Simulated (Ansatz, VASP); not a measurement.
**FeO: VASP beside Ansatz**

```
Fe O
1.0
     0.00000    2.15540    2.15540
     2.15540    0.00000    2.15540
     2.15540    2.15540    0.00000
Fe O
1 1
Cartesian
  0.0000 0.0000 0.0000
  2.1554 2.1554 2.1554
```

Alike in both runs: task relaxation of cell and atoms; functional PBE; k mesh 11 × 11 × 11; occupations fermi-dirac, width 0.05 eV; collinear spin.

|  | VASP | Ansatz |
| --- | --- | --- |
| version | VASP 6.6.1 | Ansatz 0.2.0 |
| potentials or method | VASP PAW PBE potentials, release 64 (Fe, O) | Ansatz PAW |
| plane-wave cutoff (eV) | 600 | 420 |
| valence electrons in the cell | 14 | 22 |

```tsv
	VASP	Ansatz	Ansatz less VASP
gap on the k mesh at the Fermi level, each at its own relaxed structure (eV)	none	none	-
net moment per atom (μB)	2.00	2.00	0.000
size of the moment on the site where the two differ most (μB)	3.62	3.45	-0.169
relaxed volume (Å³/atom)	10.00	10.00	+0.006
relaxed cell length with the largest relative difference (Å)	3.046	3.047	+0.0006
```

Site moments also hang on the region over which each program counts them. A gap of «none» marks a metal or a gap that the smearing closes. VASP's potentials hold 14 valence electrons a cell and Ansatz's 22, so a difference there can come from the potentials and not from the codes.

Noted on Ansatz's run: the plane-wave basis is chosen anew once the cell has moved, so the energies of steps on either side of that aren't comparable.
